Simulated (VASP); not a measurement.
Set up this calculation in VASP 6.6.1, as the native input.

| Property | Result |
| --- | --- |
| Task | single point |
| Functional | LDA |
| Potentials or basis | VASP PAW LDA potentials, release 64 (In_d) |
| Cutoff | 520 eV |
| k mesh | 14 × 14 × 13 |
| Occupations | fermi-dirac, width 0.1 eV |
| Spin | no spin polarisation |
| Dipole correction | no |
| Further INCAR settings | ALGO = Normal; EDIFF = 1e-07; NBANDS = 12 |

The structure of In lies in POSCAR:

```
In
1.0
    3.1291704068      0.0000000000      0.0000000000
   -1.5645852034      2.7099410651      0.0000000000
    0.0000000000      0.0000000000      2.9562296059
In
1
Direct
    0.0000000000      0.0000000000      0.0000000000
```

This isn't the form of In at room conditions, which is tetragonal.

The input as run:

INCAR

```
SYSTEM = In
ALGO = Normal ; EDIFF = 1E-7
ENCUT = 520 ; ISIF = 2
ISMEAR = -1 ; LASPH = .True.
LCHARG = .True. ; LELF = .True.
LREAL = .False. ; LVHAR = .True.
LWAVE = .False. ; NBANDS = 12
NELM = 60 ; PREC = Accurate
SIGMA = 0.1
```

KPOINTS

```
k-points
0
Gamma
  14 14 13
  0 0 0
```

Potentials or basis: VASP PAW LDA potentials, release 64 (In_d).

The run is started by

```console
$ cat potpaw_LDA.64/In_d/POTCAR > POTCAR
$ mpirun -np 1 vasp_std > vasp.out
```

It gave:

```
Pressure               : 0.4 GPa
Band gap on the k mesh : zero (an odd number of electrons rules out a gap without spin polarisation)
```

Caveat: spin-orbit coupling is left out, which moves the levels of the heavy elements.

Wall time 11 s on 1 thread of Intel(R) Xeon(R) 6975P-C (Granite Rapids), with other jobs on the host, peak memory 0.16 GiB.
